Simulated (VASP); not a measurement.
Wanted: the native input for a VASP 6.6.1 run.

| Quantity | Value |
| --- | --- |
| Task | relaxation of cell and atoms |
| Functional | PBE |
| Potentials or basis | VASP PAW PBE potentials, release 64 (Cd, Te) |
| Cutoff | 600 eV |
| k mesh | 10 × 10 × 10 |
| Occupations | gaussian, width 0.02 eV |
| Spin | no spin polarisation |
| Dipole correction | no |
| Further INCAR settings | ALGO = Normal; EDIFF = 1e-06; IBRION = 2; EDIFFG = -0.005; NSW = 100; ISIF = 3 |

The structure of CdTe lies in POSCAR:

```
CdTe
1.0
    0.0000000000      3.3096311708      3.3096311708
    3.3096311708      0.0000000000      3.3096311708
    3.3096311708      3.3096311708      0.0000000000
Cd Te
1 1
Direct
    0.0000000000      0.0000000000      0.0000000000
    0.7500000000      0.7500000000      0.7500000000
```

These files were run (other wordings do the same):

INCAR

```
SYSTEM = CdTe
PREC = Accurate ; ENCUT = 600
EDIFF = 1E-6 ; ISMEAR = 0
SIGMA = 0.02 ; LREAL = .False.
LASPH = .True. ; NELM = 80
ALGO = Normal ; ISIF = 3
LWAVE = .False. ; LCHARG = .False.
GGA = PE ; IBRION = 2
NSW = 100 ; EDIFFG = -0.005
```

KPOINTS

```
Automatic mesh
0
Gamma
  10 10 10
  0 0 0
```

Potentials or basis: VASP PAW PBE potentials, release 64 (Cd, Te).

Run with:

```bash
$ cat potpaw_PBE.64/Cd/POTCAR potpaw_PBE.64/Te/POTCAR > POTCAR
$ mpirun -np 1 vasp_std > vasp.out
```

It gave:

```
Relaxed volume                         : 36.32 Å³/atom
Relaxed cell                           : a = 4.683 Å, b = 4.683 Å, c = 4.683 Å, α = 60.00°, β = 60.00°, γ = 60.00°
Space group after relaxing (to 0.05 Å) : F-43m (No. 216)
Energy gained by relaxing              : 0.0 meV/atom
Ionic steps                            : 2
Pressure after relaxing                : 0.0 GPa
Band gap on the k mesh                 : 0.58 eV, direct
```

Caveat: spin-orbit coupling is left out, which moves the levels of the heavy elements.

Wall time 55 s on 1 thread of Intel(R) Xeon(R) Platinum 8375C CPU @ 2.90GHz (Ice Lake), with other jobs on the host, peak memory 0.27 GiB.
